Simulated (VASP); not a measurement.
# Sc (P6_3/mmc) in VASP: further runs

Sc is run at these levels: PBEsol, PBEsol+D3(BJ); tasks: single point.

All numbers are computed with VASP 6.6.1; they aren't measurements. Logs are shortened: lines on timing, memory, paths and dates and some standing lists are left out, and cuts for length are marked.

### 1 The cell of the first run

It takes space group P6_3/mmc (No. 194, hexagonal). The conventional cell has a = 2.540 Å, b = 2.540 Å, c = 4.246 Å, α = 90.00°, β = 90.00°, γ = 120.00°. Within 3.4 Å of Sc (site symmetry -6m2) lie 12 Sc at 2.54 to 2.58 Å.

### 2 Single point, PBEsol

Input file INCAR:

```
ALGO     = Normal         # electronic algorithm
EDIFF    = 1E-6           # SCF threshold, eV
ENCUT    = 520            # plane-wave cutoff, eV
GGA      = PS             # functional
ISIF     = 2              # what is computed and relaxed
ISMEAR   = -1             # smearing method
LASPH    = True           # aspherical terms in the spheres
LCHARG   = True           # write CHGCAR
LELF     = True           # ELF
LREAL    = False          # projectors in reciprocal space
LVHAR    = True         
LWAVE    = False          # write WAVECAR
NBANDS   = 18             # bands
NELM     = 60             # most SCF steps
PREC     = Accurate       # precision mode
SIGMA    = 0.1            # smearing width, eV
```

Input file KPOINTS:

```
k-points
0
Gamma
  15 15 8
```

Input file POSCAR:

```
Sc
1.0
    2.5399906855      0.0000000000      0.0000000000
   -1.2699953427      2.1996964590      0.0000000000
    0.0000000000      0.0000000000      4.2463901724
Sc
2
Direct
    0.3333333333      0.6666666667      0.2500000000
    0.6666666667      0.3333333333      0.7500000000
```

Potentials or basis: VASP PAW PBE potentials, release 64 (Sc_sv).

On the command line:

```
$ cat potpaw_PBE.64/Sc_sv/POTCAR > POTCAR
$ mpirun -np 1 vasp_std > vasp.out
```

OUTCAR:

```text
EDIFF = 1E-6
   ENCUT = 520
   GGA = PS
   ISIF = 2
   ISMEAR = -1
   LASPH = True
   LREAL = False
   NELM = 60
   PREC = Accurate

 ion  position               nearest neighbor table
   1  0.333  0.667  0.250-   2 2.58   2 2.58   2 2.58   2 2.58   2 2.58   2 2.58
   2  0.667  0.333  0.750-   1 2.58   1 2.58   1 2.58   1 2.58   1 2.58   1 2.58

  LATTYP: Found a hexagonal cell.
 ALAT       =     2.5399906855
 C/A-ratio  =     1.6718132852

  Lattice vectors:

 A1 = (   2.5399906855,   0.0000000000,   0.0000000000)
 A2 = (  -1.2699953427,   2.1996964590,   0.0000000000)
 A3 = (   0.0000000000,   0.0000000000,   4.2463901724)

Analysis of symmetry for initial positions (statically):
=====================================================================
 Subroutine PRICEL returns:
 Original cell was already a primitive cell.

 Routine SETGRP: Setting up the symmetry group for a
 hexagonal supercell.

 Subroutine GETGRP returns: Found 24 space group operations
 (whereof 12 operations were pure point group operations)
 out of a pool of 24 trial point group operations.

The static configuration has the point symmetry D_3d.
 The point group associated with its full space group is D_6h.

Analysis of symmetry for dynamics (positions and initial velocities):
=====================================================================
 Subroutine PRICEL returns:
 Original cell was already a primitive cell.

 Routine SETGRP: Setting up the symmetry group for a
 hexagonal supercell.

 Subroutine GETGRP returns: Found 24 space group operations
 (whereof 12 operations were pure point group operations)
 out of a pool of 24 trial point group operations.

The dynamic configuration has the point symmetry D_3d.
 The point group associated with its full space group is D_6h.

 Subroutine INISYM returns: Found 24 space group operations
 (whereof 12 operations are pure point group operations),
 and found     1 'primitive' translations

----------------------------------------------------------------------------------------

                                     Primitive cell

  volume of cell :      23.7255

  direct lattice vectors                    reciprocal lattice vectors
     2.539990685  0.000000000  0.000000000     0.393702231  0.227304089  0.000000000
    -1.269995343  2.199696459  0.000000000     0.000000000  0.454608178  0.000000000
     0.000000000  0.000000000  4.246390172     0.000000000  0.000000000  0.235494140

  length of vectors
     2.539990685  2.539990685  4.246390172     0.454608178  0.454608178  0.235494140

  position of ions in fractional coordinates (direct lattice)
     0.333333333  0.666666667  0.250000000
     0.666666667  0.333333333  0.750000000

  ion indices of the primitive-cell ions
   primitive index   ion index
                 1           1
                 2           2

----------------------------------------------------------------------------------------

 KPOINTS: k-points

Automatic generation of k-mesh.
 Grid dimensions read from file:
 generate k-points for:   15   15    8

 Generating k-lattice:

  Cartesian coordinates                     Fractional coordinates (reciprocal lattice)
     0.026246815  0.015153606  0.000000000     0.066666667  0.000000000  0.000000000
     0.000000000  0.030307212  0.000000000     0.000000000  0.066666667  0.000000000
     0.000000000  0.000000000  0.029436767     0.000000000  0.000000000  0.125000000

  Length of vectors
     0.030307212  0.030307212  0.029436767

  Shift w.r.t. Gamma in fractional coordinates (k-lattice)
     0.000000000  0.000000000  0.000000000

 Subroutine IBZKPT returns following result:
 ===========================================

 Found    135 irreducible k-points:

 Following reciprocal coordinates:
            Coordinates               Weight
  0.000000  0.000000  0.000000      1.000000
  0.066667  0.000000  0.000000      6.000000
  0.133333  0.000000  0.000000      6.000000
  0.200000  0.000000  0.000000      6.000000
  0.266667  0.000000  0.000000      6.000000
  0.333333 -0.000000  0.000000      6.000000
[... 16 lines left out ...]
  0.333333  0.200000  0.000000     12.000000
  0.400000  0.200000  0.000000      6.000000
 [... further k-points ...]
   k-points           NKPTS =    135   k-points in BZ     NKDIM =    135   number of bands    NBANDS=     18
   number of dos      NEDOS =    301   number of ions     NIONS =      2
   total plane-waves  NPLWV =  12800
   dimension x,y,z NGX =    20 NGY =   20 NGZ =   32
   dimension x,y,z NGXF=    40 NGYF=   40 NGZF=   64
   ions per type =               2
   NGX,Y,Z   is equivalent  to a cutoff of  13.09, 13.09, 12.53 a.u.
   NGXF,Y,Z  is equivalent  to a cutoff of  26.18, 26.18, 25.06 a.u.
 SYSTEM =  unknown system
   PREC   = accura    normal or accurate (medium, high low for compatibility)
   ISTART =      0    job   : 0-new  1-cont  2-samecut
   ICHARG =      2    charge: 1-file 2-atom 10-const
   ISPIN  =      1    spin polarized calculation?
   LNONCOLLINEAR =      F non collinear calculations
   LSORBIT =      F    spin-orbit coupling
   LASPH  =      T    aspherical Exc in radial PAW
   ENCUT  =  520.0 eV  38.22 Ry    6.18 a.u.   4.72  4.72  7.90*2*pi/ulx,y,z
   NELM   =     60;   NELMIN=  2; NELMDL= -5     # of ELM steps
   EDIFF  = 0.1E-05   stopping-criterion for ELM
   LREAL  =      F    real-space projection
   EDIFFG = 0.1E-04   stopping-criterion for IOM
   NSW    =      0    number of steps for IOM
   IBRION =     -1    ionic relax: 0-MD 1-quasi-New 2-CG
   NFREE  =      0    steps in history (QN), initial steepest desc. (CG)
   ISIF   =      2    stress and relaxation
   ISYM   =      2    0-nonsym 1-usesym 2-fastsym
   POTIM  = 0.5000    time-step for ionic-motion
   TEBEG  =    0.0;   TEEND  =   0.0 temperature during run
   PSTRESS=    0.0 pullay stress
   NELECT =      22.0000    total number of electrons
   NUPDOWN=      -1.0000    fix difference up-down
   EMIN   =  10.00;   EMAX   =-10.00  energy-range for DOS
   EFERMI =   0.00;   METHOD = LEGACY
   ISMEAR =    -1;   SIGMA  =   0.10  broadening in eV -4-tet -1-fermi 0-gaus
   EFERMI_NEDOS =   21; number of points for ismear=-14 and -15
   IALGO  =     38    algorithm
   IMIX   =      4    mixing-type and parameters
     AMIX     =   0.40;   BMIX     =  1.00
     AMIX_MAG =   1.60;   BMIX_MAG =  1.00
  volume/ion in A,a.u.               =      11.86        80.05
  Fermi-wavevector in a.u.,A,eV,Ry     =   1.596409  3.016775 34.674737  2.548521
  Thomas-Fermi vector in A             =   2.694176
   LORBIT       =      0    0 simple, 1 ext, 2 COOP (PROOUT), +10 PAW based schemes
   GGA     = PS    functional components
   LHFCALC =     F    Hartree Fock is set to
   AEXX    =    0.0000 exact exchange contribution
   IVDW    =     0    specifies the selected vdW correction
   LEPSILON=     F    determine dielectric tensor
   LRPA    =     F    only Hartree local field effects (RPA)
 non-spin polarized calculation
  energy-cutoff  :      520.00
  volume of cell :       23.73
 maximum number of plane-waves:       652
 NGX is ok and might be reduce to    20

 number of electron      22.0000007 magnetization

 Free energy of the ion-electron system (eV)
  ---------------------------------------------------
  ext. energy  EPLUGINS =         0.00000000
  ---------------------------------------------------
  free energy    TOTEN  =        -8.27804334 eV

  energy without entropy =       -8.21620493  energy(sigma->0) =       -8.24712413

 E-fermi :   9.1113     XC(G=0): -13.4724

 val. band max:        9.1100354803   @ k =   0.2000   0.0000   0.2500
 cond. band min:       9.1170686778   @ k =   0.1333   0.1333   0.0000
 fundamental gap:      0.0070331974
 Fermi energy:         9.1112765746

 k-point     1 :       0.0000    0.0000    0.0000
  band No.  band energies     occupation
      1     -39.3257      2.00000
      2     -38.4225      2.00000
      3     -19.3916      2.00000
      4     -16.2998      2.00000
      5     -16.2998      2.00000
      6     -16.0511      2.00000
[... 10 lines left out ...]
     17      13.6280      0.00000
     18      13.6280      0.00000

 k-point     2 :       0.0667    0.0000    0.0000
  band No.  band energies     occupation
      1     -39.2899      2.00000
      2     -38.4022      2.00000
      3     -19.3431      2.00000
      4     -16.4356      2.00000
      5     -16.3392      2.00000
      6     -16.0854      2.00000
[... 10 lines left out ...]
     17      13.4312      0.00000
     18      13.4604      0.00000

 k-point     3 :       0.1333    0.0000    0.0000
  band No.  band energies     occupation
      1     -39.1867      2.00000
      2     -38.3452      2.00000
      3     -19.2015      2.00000
      4     -16.8145      2.00000
      5     -16.4517      2.00000
      6     -16.4458      2.00000
[... 10 lines left out ...]
     17      13.0495      0.00000
     18      13.0573      0.00000

 k-point     4 :       0.2000    0.0000    0.0000
  band No.  band energies     occupation
      1     -39.0285      2.00000
      2     -38.2632      2.00000
      3     -18.9775      2.00000
      4     -17.3589      2.00000
      5     -16.9605      2.00000
      6     -16.5931      2.00000
[... 375 lines left out ...]
      4     -18.2958      2.00000
      5     -17.9887      2.00000
      6     -17.3524      2.00000
[... 10 lines left out ...]
     17      16.4158      0.00000
     18      16.5980      0.00000

 k-point    23 :       0.3333    0.2000    0.0000
  band No.  band energies     occupation
      1     -38.2803      2.00000
      2     -38.0315      2.00000
      3     -18.8181      2.00000
      4     -18.3461      2.00000
      5     -17.7139      2.00000
      6     -17.5976      2.00000
[... 10 lines left out ...]
     17      16.3422      0.00000
     18      16.7791      0.00000

 k-point    24 :       0.4000    0.2000    0.0000
  band No.  band energies     occupation
      1     -38.2215      2.00000
      2     -38.0389      2.00000
      3     -18.9004      2.00000
      4     -18.3491      2.00000
      5     -17.7003      2.00000
      6     -17.5792      2.00000
[... 10 lines left out ...]
     17      16.3161      0.00000
     18      16.5888      0.00000

 [... further k-points ...]

------------------------ aborting loop because EDIFF is reached ----------------------------------------

  FORCE on cell =-STRESS in cart. coord.  units (eV):
  Direction    XX          YY          ZZ          XY          YZ          ZX
  --------------------------------------------------------------------------------------
  -------------------------------------------------------------------------------------
  Total       15.2499869     15.2499869     15.2075019      0.0000000      0.0000000      0.0000000
  in kB     1029.8293780   1029.8293780   1026.9603747      0.0000000      0.0000000      0.0000000
  external PRESSURE =    1028.8730436 kB  Pullay stress =       0.0000000 kB

 VOLUME and BASIS-vectors are now :
 -----------------------------------------------------------------------------
  energy-cutoff  :      520.00
  volume of cell :       23.73
      direct lattice vectors                 reciprocal lattice vectors
     2.539990685  0.000000000  0.000000000     0.393702231  0.227304089  0.000000000
    -1.269995343  2.199696459  0.000000000     0.000000000  0.454608178  0.000000000
     0.000000000  0.000000000  4.246390172     0.000000000  0.000000000  0.235494140

 POSITION                                       TOTAL-FORCE (eV/Angst)
 -----------------------------------------------------------------------------------
     -0.00000      1.46646      1.06160        -0.000000      0.000000      0.000000
      1.27000      0.73323      3.18479         0.000000     -0.000000      0.000000
 -----------------------------------------------------------------------------------
    total drift:                                0.000000     -0.000000      0.000000

  FREE ENERGIE OF THE ION-ELECTRON SYSTEM (eV)
  ---------------------------------------------------
  free  energy   TOTEN  =        -8.2780433375 eV

  energy  without entropy=       -8.2162049290  energy(sigma->0) =       -8.24712413
```

It took 37 s on 1 thread of Intel Xeon Platinum 8259CL at 2.50GHz (Skylake/Cascade Lake), shared host; peak memory 0.17 GiB.

What came out:

```yaml
Free_energy: -8.2780 eV
Pressure: 102.9 GPa
Band_gap_on_the_k_mesh: zero (band 11 reaches 10.98 eV, above the bottom of band 12 at 8.24 eV)
```

Caveat: the PAW data sets were made with another functional, which shifts forces and pressure a little.

### 3 Single point, PBEsol+D3(BJ)

Input file INCAR:

```
ALGO     = Normal         # electronic algorithm
EDIFF    = 1E-6           # SCF threshold, eV
ENCUT    = 520            # plane-wave cutoff, eV
GGA      = PS             # functional
ISIF     = 2              # what is computed and relaxed
ISMEAR   = -1             # smearing method
IVDW     = 12             # dispersion correction
LASPH    = True           # aspherical terms in the spheres
LCHARG   = False          # write CHGCAR
LREAL    = False          # projectors in reciprocal space
LWAVE    = False          # write WAVECAR
NBANDS   = 18             # bands
NELM     = 80             # most SCF steps
PREC     = Accurate       # precision mode
SIGMA    = 0.1            # smearing width, eV
```

KPOINTS is that of step 2.

POSCAR is that of step 2.

Potentials or basis: VASP PAW PBE potentials, release 64 (Sc_sv).

On the command line:

```
$ cat potpaw_PBE.64/Sc_sv/POTCAR > POTCAR
$ mpirun -np 1 vasp_std > vasp.out
```

Run time: 37 s. Hardware: 1 thread of Intel Xeon Platinum 8259CL at 2.50GHz (Skylake/Cascade Lake), shared host; peak memory 0.18 GiB.

It converged, with:

| Property | Result |
| --- | --- |
| Free energy | -9.9519 eV |
| Pressure | 91.5 GPa |
| Band gap on the k mesh | zero (band 11 reaches 10.98 eV, above the bottom of band 12 at 8.24 eV) |
| Dispersion energy per atom | -0.837 eV |

Stress tensor (GPa, compression positive):
```
91.58  0.00  0.00
 0.00 91.58  0.00
 0.00  0.00 91.32
```

Levels at points of the mesh, in eV from the Fermi level:
| k point | band 8 | band 9 | band 10 | band 11 | band 12 | band 13 | band 14 | band 15 |
| --- | --- | --- | --- | --- | --- | --- | --- | --- |
| (0.00, 0.00, 0.00) | -25.06 | -4.85 | -2.69 | 1.87 | 2.26 | 2.26 | 3.18 | 3.18 |
| (0.00, 0.00, 0.50) | -25.24 | -2.63 | -2.63 | 1.17 | 1.17 | 2.24 | 2.24 | 2.24 |

Caveat: three body term missing; the PAW data sets were made with another functional, which shifts forces and pressure a little; pairwise dispersion overbinds metals, which lowers pressure and volume.

### 4 Single point, PBEsol

This run uses another cell than the first one, of 13.76 Å³/atom, 1.160 times its volume.

Input file INCAR:

```
PREC     = Accurate       # precision mode
ENCUT    = 520            # plane-wave cutoff, eV
EDIFF    = 1E-6           # SCF threshold, eV
ISMEAR   = -1             # smearing method
SIGMA    = 0.1            # smearing width, eV
LREAL    = False          # projectors in reciprocal space
LASPH    = True           # aspherical terms in the spheres
NELM     = 60             # most SCF steps
ALGO     = Normal         # electronic algorithm
ISIF     = 2              # what is computed and relaxed
LWAVE    = False          # write WAVECAR
LCHARG   = True           # write CHGCAR
GGA      = PS             # functional
LELF     = True           # ELF
LVHAR    = True         
NBANDS   = 18             # bands
```

Input file KPOINTS:

```
regular mesh
0
Gamma
  15 15 8
```

Input file POSCAR:

```
Sc
1.0
    2.7124674807      0.0000000000      0.0000000000
   -1.3562337404      2.3490657453      0.0000000000
    0.0000000000      0.0000000000      4.3192968528
Sc
2
Direct
    0.3333333333      0.6666666667      0.2500000000
    0.6666666667      0.3333333333      0.7500000000
```

On the command line:

```
$ cat potpaw_PBE.64/Sc_sv/POTCAR > POTCAR
$ mpirun -np 1 vasp_std > vasp.out
```

Wall time 39 s (1 thread of Intel Xeon Platinum 8259CL at 2.50GHz (Skylake/Cascade Lake), shared host); peak memory 0.17 GiB.

Results (log left out):

* Free energy: -10.2776 eV
* Pressure: 67.8 GPa
* Band gap on the k mesh: zero (band 11 reaches 9.88 eV, above the bottom of band 12 at 7.10 eV)

Stress tensor (GPa, compression positive):
```
67.77  0.00  0.00
 0.00 67.77  0.00
 0.00  0.00 67.95
```

Levels at points of the mesh, in eV from the Fermi level:
| k point | band 8 | band 9 | band 10 | band 11 | band 12 | band 13 | band 14 | band 15 |
| --- | --- | --- | --- | --- | --- | --- | --- | --- |
| (0.00, 0.00, 0.00) | -25.65 | -5.38 | -2.66 | 2.09 | 2.09 | 2.37 | 3.00 | 3.00 |
| (0.00, 0.00, 0.50) | -25.88 | -3.17 | -3.17 | 1.26 | 1.26 | 1.98 | 1.98 | 1.98 |

Caveat: the PAW data sets were made with another functional, which shifts forces and pressure a little.

### 5 The runs side by side

```tsv
level	cell	gap on the mesh (eV)	pressure (GPa)
PBEsol	a = 2.540, b = 2.540, c = 4.246 Å, angles 90.0, 90.0, 120.0°, 2 atoms	none	102.9
PBEsol+D3(BJ)	a = 2.540, b = 2.540, c = 4.246 Å, angles 90.0, 90.0, 120.0°, 2 atoms	none	91.5
PBEsol	a = 2.712, b = 2.712, c = 4.319 Å, angles 90.0, 90.0, 120.0°, 2 atoms	none	67.8
```

Alike in all rows: task single point; potentials or basis VASP PAW PBE potentials, release 64 (Sc_sv); no spin polarisation; k mesh 15 × 15 × 8; cutoff (eV) 520; smearing fermi-dirac 0.1 eV.

Caveats: the PAW data sets were made with another functional, which shifts forces and pressure a little; three body term missing (some runs); pairwise dispersion overbinds metals, which lowers pressure and volume (some runs).

Total energies depend on the potentials used, so only differences within one code and one set of settings carry meaning.
